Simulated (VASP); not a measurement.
# HfC (F-43m) in VASP: notebook

Runs on HfC. Level: PBE. Tasks: single point, relaxation of cell and atoms.

All numbers are computed with VASP 6.6.1; they aren't measurements. Logs are shortened: lines on timing, memory, paths and dates and some standing lists are left out, and cuts for length are marked.

**1. The cell of the first run**

Symmetry: F-43m, No. 216, cubic system. Conventional cell: a = 5.045 Å, b = 5.045 Å, c = 5.045 Å, α = 90.00°, β = 90.00°, γ = 90.00°. Within 2.9 Å of Hf (site symmetry -43m) lie 4 C at 2.18 Å. C (site symmetry -43m) has 4 Hf at 2.18 Å within 2.9 Å.

**2. Single point, PBE**

Input file INCAR:

```
SYSTEM = HfC
PREC = Accurate
ENCUT = 520
EDIFF = 1E-7
ISMEAR = 0
SIGMA = 0.1
LREAL = .FALSE.
LASPH = .TRUE.
NELM = 80
ALGO = Normal
ISIF = 2
LWAVE = .FALSE.
LCHARG = .FALSE.
GGA = PE
NBANDS = 14
```

Input file KPOINTS:

```
Automatic mesh
0
G
  6 6 6
  0 0 0
```

Input file POSCAR:

```
HfC
1.0
    0.0000000000      2.5222992038      2.5222992038
    2.5222992038      0.0000000000      2.5222992038
    2.5222992038      2.5222992038      0.0000000000
Hf C
1 1
Direct
    0.0000000000      0.0000000000      0.0000000000
    0.2500000000      0.2500000000      0.2500000000
```

Potentials or basis: VASP PAW PBE potentials, release 64 (Hf_pv, C).

Launch:

```console
$ cat potpaw_PBE.64/Hf_pv/POTCAR potpaw_PBE.64/C/POTCAR > POTCAR
$ mpirun -np 1 vasp_std > vasp.out
```

OUTCAR:

```text
SYSTEM = HfC
   PREC = Accurate
   ENCUT = 520
   EDIFF = 1E-7
   ISMEAR = 0
   LREAL = .FALSE.
   LASPH = .TRUE.
   NELM = 80
   ISIF = 2
   GGA = PE

 ion  position               nearest neighbor table
   1  0.000  0.000  0.000-   2 2.18   2 2.18   2 2.18   2 2.18
   2  0.250  0.250  0.250-   1 2.18   1 2.18   1 2.18   1 2.18

  LATTYP: Found a face centered cubic cell.
 ALAT       =     5.0445984076

  Lattice vectors:

 A1 = (   0.0000000000,   2.5222992038,   2.5222992038)
 A2 = (   2.5222992038,   0.0000000000,   2.5222992038)
 A3 = (   2.5222992038,   2.5222992038,   0.0000000000)

Analysis of symmetry for initial positions (statically):
=====================================================================
 Subroutine PRICEL returns:
 Original cell was already a primitive cell.

 Routine SETGRP: Setting up the symmetry group for a
 face centered cubic supercell.

 Subroutine GETGRP returns: Found 24 space group operations
 (whereof 24 operations were pure point group operations)
 out of a pool of 48 trial point group operations.

The static configuration has the point symmetry T_d .

Analysis of symmetry for dynamics (positions and initial velocities):
=====================================================================
 Subroutine PRICEL returns:
 Original cell was already a primitive cell.

 Routine SETGRP: Setting up the symmetry group for a
 face centered cubic supercell.

 Subroutine GETGRP returns: Found 24 space group operations
 (whereof 24 operations were pure point group operations)
 out of a pool of 48 trial point group operations.

The dynamic configuration has the point symmetry T_d .

 Subroutine INISYM returns: Found 24 space group operations
 (whereof 24 operations are pure point group operations),
 and found     1 'primitive' translations

----------------------------------------------------------------------------------------

                                     Primitive cell

  volume of cell :      32.0937

  direct lattice vectors                    reciprocal lattice vectors
     0.000000000  2.522299204  2.522299204    -0.198231835  0.198231835  0.198231835
     2.522299204  0.000000000  2.522299204     0.198231835 -0.198231835  0.198231835
     2.522299204  2.522299204  0.000000000     0.198231835  0.198231835 -0.198231835

  length of vectors
     3.567069742  3.567069742  3.567069742     0.343347610  0.343347610  0.343347610

  position of ions in fractional coordinates (direct lattice)
     0.000000000  0.000000000  0.000000000
     0.250000000  0.250000000  0.250000000

  ion indices of the primitive-cell ions
   primitive index   ion index
                 1           1
                 2           2

----------------------------------------------------------------------------------------

 KPOINTS: Automatic mesh

Automatic generation of k-mesh.
 Grid dimensions read from file:
 generate k-points for:    6    6    6

 Generating k-lattice:

  Cartesian coordinates                     Fractional coordinates (reciprocal lattice)
    -0.033038639  0.033038639  0.033038639     0.166666667  0.000000000  0.000000000
     0.033038639 -0.033038639  0.033038639     0.000000000  0.166666667  0.000000000
     0.033038639  0.033038639 -0.033038639     0.000000000  0.000000000  0.166666667

  Length of vectors
     0.057224602  0.057224602  0.057224602

  Shift w.r.t. Gamma in fractional coordinates (k-lattice)
     0.000000000  0.000000000  0.000000000

 Subroutine IBZKPT returns following result:
 ===========================================

 Found     16 irreducible k-points:

 Following reciprocal coordinates:
            Coordinates               Weight
  0.000000  0.000000  0.000000      1.000000
  0.166667  0.000000  0.000000      8.000000
  0.333333  0.000000  0.000000      8.000000
  0.500000  0.000000  0.000000      4.000000
  0.166667  0.166667  0.000000      6.000000
  0.333333  0.166667  0.000000     24.000000
[... 8 lines left out ...]
 -0.333333  0.333333  0.166667     24.000000
 -0.333333  0.500000  0.166667     12.000000
   k-points           NKPTS =     16   k-points in BZ     NKDIM =     16   number of bands    NBANDS=     14
   number of dos      NEDOS =    301   number of ions     NIONS =      2
   total plane-waves  NPLWV =  21952
   dimension x,y,z NGX =    28 NGY =   28 NGZ =   28
   dimension x,y,z NGXF=    56 NGYF=   56 NGZF=   56
   ions per type =               1   1
   NGX,Y,Z   is equivalent  to a cutoff of  13.05, 13.05, 13.05 a.u.
   NGXF,Y,Z  is equivalent  to a cutoff of  26.10, 26.10, 26.10 a.u.
 SYSTEM =  HfC
   PREC   = accura    normal or accurate (medium, high low for compatibility)
   ISTART =      0    job   : 0-new  1-cont  2-samecut
   ICHARG =      2    charge: 1-file 2-atom 10-const
   ISPIN  =      1    spin polarized calculation?
   LNONCOLLINEAR =      F non collinear calculations
   LSORBIT =      F    spin-orbit coupling
   LASPH  =      T    aspherical Exc in radial PAW
   ENCUT  =  520.0 eV  38.22 Ry    6.18 a.u.   6.63  6.63  6.63*2*pi/ulx,y,z
   NELM   =     80;   NELMIN=  2; NELMDL= -5     # of ELM steps
   EDIFF  = 0.1E-06   stopping-criterion for ELM
   LREAL  =      F    real-space projection
   EDIFFG = 0.1E-05   stopping-criterion for IOM
   NSW    =      0    number of steps for IOM
   IBRION =     -1    ionic relax: 0-MD 1-quasi-New 2-CG
   NFREE  =      0    steps in history (QN), initial steepest desc. (CG)
   ISIF   =      2    stress and relaxation
   ISYM   =      2    0-nonsym 1-usesym 2-fastsym
   POTIM  = 0.5000    time-step for ionic-motion
   TEBEG  =    0.0;   TEEND  =   0.0 temperature during run
   PSTRESS=    0.0 pullay stress
   NELECT =      14.0000    total number of electrons
   NUPDOWN=      -1.0000    fix difference up-down
   EMIN   =  10.00;   EMAX   =-10.00  energy-range for DOS
   EFERMI =   0.00;   METHOD = LEGACY
   ISMEAR =     0;   SIGMA  =   0.10  broadening in eV -4-tet -1-fermi 0-gaus
   EFERMI_NEDOS =   21; number of points for ismear=-14 and -15
   IALGO  =     38    algorithm
   IMIX   =      4    mixing-type and parameters
     AMIX     =   0.40;   BMIX     =  1.00
     AMIX_MAG =   1.60;   BMIX_MAG =  1.00
  volume/ion in A,a.u.               =      16.05       108.29
  Fermi-wavevector in a.u.,A,eV,Ry     =   1.241588  2.346261 20.973942  1.541541
  Thomas-Fermi vector in A             =   2.375979
   LORBIT       =      0    0 simple, 1 ext, 2 COOP (PROOUT), +10 PAW based schemes
   GGA     = PE    functional components
   LHFCALC =     F    Hartree Fock is set to
   AEXX    =    0.0000 exact exchange contribution
   IVDW    =     0    specifies the selected vdW correction
   LEPSILON=     F    determine dielectric tensor
   LRPA    =     F    only Hartree local field effects (RPA)
 non-spin polarized calculation
 Gauss-broadening in eV      SIGMA  =   0.10
  energy-cutoff  :      520.00
  volume of cell :       32.09
 maximum number of plane-waves:       881
 NGX is ok and might be reduce to    28
   NGX = 13   NGY = 13   NGZ = 13

 number of electron      14.0000000 magnetization

 Free energy of the ion-electron system (eV)
  ---------------------------------------------------
  ext. energy  EPLUGINS =         0.00000000
  ---------------------------------------------------
  free energy    TOTEN  =       -19.75884295 eV

  energy without entropy =      -19.75856732  energy(sigma->0) =      -19.75870514

 E-fermi :   3.8211     XC(G=0): -10.8028

 val. band max:        3.6426688797   @ k =  -0.3333   0.5000   0.1667
 cond. band min:       3.9981503644   @ k =  -0.3333   0.5000   0.1667
 fundamental gap:      0.3554814848
 Fermi energy:         3.8211241239

 k-point     1 :       0.0000    0.0000    0.0000
  band No.  band energies     occupation
      1     -25.9939      2.00000
      2     -25.9939      2.00000
      3     -25.9939      2.00000
      4      -6.9660      2.00000
      5       1.4078      2.00000
      6       1.4078      2.00000
      7       1.4078      2.00000
      8       6.9007      0.00000
      9       7.2582      0.00000
     10       7.2582      0.00000
     11      12.7741      0.00000
     12      12.7741      0.00000
     13      12.7741      0.00000
     14      17.3874      0.00000

 k-point     2 :       0.1667    0.0000    0.0000
  band No.  band energies     occupation
      1     -26.0749      2.00000
      2     -26.0055      2.00000
      3     -26.0055      2.00000
      4      -6.5495      2.00000
      5       0.8877      2.00000
      6       1.6134      2.00000
      7       1.6134      2.00000
      8       6.9853      0.00000
      9       6.9853      0.00000
     10       8.0557      0.00000
     11      12.1527      0.00000
     12      13.1710      0.00000
     13      13.1710      0.00000
     14      15.0321      0.00000

 k-point     3 :       0.3333    0.0000    0.0000
  band No.  band energies     occupation
      1     -26.2325      2.00000
      2     -26.0285      2.00000
      3     -26.0285      2.00000
      4      -5.7129      2.00000
      5       0.5158      2.00000
      6       1.9202      2.00000
      7       1.9202      2.00000
      8       7.2045      0.00000
      9       7.2045      0.00000
     10       8.5734      0.00000
     11      11.0974      0.00000
     12      12.1664      0.00000
     13      12.1664      0.00000
     14      13.6397      0.00000
[... 188 lines left out ...]
 k-point    15 :      -0.3333    0.3333    0.1667
  band No.  band energies     occupation
      1     -26.2476      2.00000
      2     -26.1583      2.00000
      3     -26.0839      2.00000
      4      -4.8436      2.00000
      5       0.9886      2.00000
      6       1.4050      2.00000
      7       3.0875      2.00000
      8       4.8165      0.00000
      9       7.3512      0.00000
     10       8.3757      0.00000
     11      10.8713      0.00000
     12      11.6179      0.00000
     13      13.9378      0.00000
     14      16.1826      0.00000

 k-point    16 :      -0.3333    0.5000    0.1667
  band No.  band energies     occupation
      1     -26.2572      2.00000
      2     -26.1530      2.00000
      3     -26.1116      2.00000
      4      -4.7023      2.00000
      5       0.2956      2.00000
      6       2.3790      2.00000
      7       3.6427      1.98839
      8       3.9982      0.01230
      9       7.3076      0.00000
     10       8.7166      0.00000
     11       9.9056      0.00000
     12      11.4068      0.00000
     13      16.1347      0.00000
     14      16.8760      0.00000

------------------------ aborting loop because EDIFF is reached ----------------------------------------

  FORCE on cell =-STRESS in cart. coord.  units (eV):
  Direction    XX          YY          ZZ          XY          YZ          ZX
  --------------------------------------------------------------------------------------
  -------------------------------------------------------------------------------------
  Total       -0.1019138     -0.1019138     -0.1019138      0.0000000     -0.0000000      0.0000000
  in kB       -5.0877290     -5.0877290     -5.0877290      0.0000000     -0.0000000      0.0000000
  external PRESSURE =      -5.0877290 kB  Pullay stress =       0.0000000 kB

 VOLUME and BASIS-vectors are now :
 -----------------------------------------------------------------------------
  energy-cutoff  :      520.00
  volume of cell :       32.09
      direct lattice vectors                 reciprocal lattice vectors
     0.000000000  2.522299204  2.522299204    -0.198231835  0.198231835  0.198231835
     2.522299204  0.000000000  2.522299204     0.198231835 -0.198231835  0.198231835
     2.522299204  2.522299204  0.000000000     0.198231835  0.198231835 -0.198231835

 POSITION                                       TOTAL-FORCE (eV/Angst)
 -----------------------------------------------------------------------------------
      0.00000      0.00000      0.00000         0.000000     -0.000000     -0.000000
      1.26115      1.26115      1.26115        -0.000000      0.000000      0.000000
 -----------------------------------------------------------------------------------
    total drift:                                0.000000      0.000000      0.000000

  FREE ENERGIE OF THE ION-ELECTRON SYSTEM (eV)
  ---------------------------------------------------
  free  energy   TOTEN  =       -19.7588429479 eV

  energy  without entropy=      -19.7585673228  energy(sigma->0) =      -19.75870514
```

Run time: 4.7 s. Hardware: 1 thread of Intel Xeon 6975P-C (Granite Rapids), shared host; peak memory 0.15 GiB.

Results:

* Free energy: -19.7588 eV
* Pressure: -0.5 GPa
* Band gap on the k mesh: 0.36 eV, direct

Levels at points of the mesh, in eV from the valence-band top:
| k point | band 4 | band 5 | band 6 | band 7 | band 8 | band 9 | band 10 | band 11 |
| --- | --- | --- | --- | --- | --- | --- | --- | --- |
| (0.00, 0.00, 0.00) | -10.61 | -2.23 | -2.23 | -2.23 | 3.26 | 3.62 | 3.62 | 9.13 |
| (0.50, 0.00, 0.00) | -8.96 | -2.95 | -1.64 | -1.64 | 3.92 | 4.36 | 4.36 | 6.64 |
| (0.50, 0.50, 0.00) | -8.36 | -4.09 | -0.05 | -0.05 | 0.50 | 4.41 | 5.26 | 5.83 |

Caveat: spin-orbit coupling is left out, which moves the levels of the heavy elements.

(Part 1 of 3 ends here.)
